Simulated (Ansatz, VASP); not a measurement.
## Lu2NF3 in VASP and in Ansatz

INCAR

```
ALGO     = Normal         # electronic algorithm
EDIFF    = 1E-6           # SCF threshold, eV
EDIFFG   = -0.04          # ionic threshold
ENCUT    = 600            # plane-wave cutoff, eV
GGA      = PE             # functional
IBRION   = 2              # ionic algorithm
ISIF     = 3              # what is computed and relaxed
ISMEAR   = 0              # smearing method
LASPH    = T              # aspherical terms in the spheres
LCHARG   = F              # write CHGCAR
LREAL    = F              # projectors in reciprocal space
LWAVE    = F              # write WAVECAR
NELM     = 60             # most SCF steps
NSW      = 90             # ionic steps
PREC     = Accurate       # precision mode
SIGMA    = 0.1            # smearing width, eV
```

File KPOINTS:

```
k-points
0
Gamma
  6 6 4
```

Contents of POSCAR:

```
Lu2NF3
1.0
    4.2450861200      0.0000000000      0.0000000000
   -2.1225430600      3.6763524200      0.0000000000
    0.0000000000      0.0000000000      6.7794917200
Lu N F
2 1 3
Direct
    0.3333333300      0.6666666700      0.2553434100
    0.6666666700      0.3333333300      0.7446565900
    0.0000000000      0.0000000000      0.0000000000
    0.3333333300      0.6666666700      0.6457243600
    0.6666666700      0.3333333300      0.3542756400
    0.0000000000      0.0000000000      0.5000000000
```

Input for Ansatz:

```yaml
crystal:
  lattice:
    - [4.24508612, 0.0, 0.0]
    - [-2.12254306, 3.67635242, 0.0]
    - [0.0, 0.0, 6.77949172]
  atoms:
    - { symbol: Lu, position: [0.33333333, 0.66666667, 0.25534341] }
    - { symbol: Lu, position: [0.66666667, 0.33333333, 0.74465659] }
    - { symbol: "N", position: [0.0, 0.0, 0.0] }
    - { symbol: F, position: [0.33333333, 0.66666667, 0.64572436] }
    - { symbol: F, position: [0.66666667, 0.33333333, 0.35427564] }
    - { symbol: F, position: [0.0, 0.0, 0.5] }
basis:
  ecutwfc: 420
kpoints:
  mp_grid: { grid: [6, 6, 4] }
hamiltonian:
  xc: pbe
scf:
  occupations: { method: gaussian, width: 0.1 }
  lower_state_search: "off"
output:
  forces: true
  stress: true
  eigenvalues: true
relax:
  adjacent_minimum: "off"
  f_tol: 0.04
  max_steps: 70
  cell: { stress_tol: 0.4 }
```

Change from the starting cell: species swapped into the Li3PrBi2 type (P-3m1, No. 164).

Alike in both runs: task relaxation of cell and atoms; functional PBE; k mesh 6 × 6 × 4; occupations gaussian, width 0.1 eV; no spin polarisation.

|  | VASP | Ansatz |
| --- | --- | --- |
| version | VASP 6.6.1 | Ansatz 0.2.0 |
| potentials or method | VASP PAW PBE potentials, release 64 (Lu, N, F), cutoff 600 eV | scalar-relativistic, plane waves, PAW |
| valence electrons in the cell | 76 | 76 |

```tsv
	VASP	Ansatz	Ansatz less VASP
gap on the k mesh at the Fermi level, each at its own relaxed structure (eV)	3.11	3.14	+0.030
relaxed volume (Å³/atom)	12.27	12.32	+0.052
relaxed cell length with the largest relative difference (Å)	6.366	6.452	+0.0861
```

Spin-orbit coupling is off throughout. Noted on VASP's run: the volume moved by over 15 % at a fixed basis, so the end points are rough.
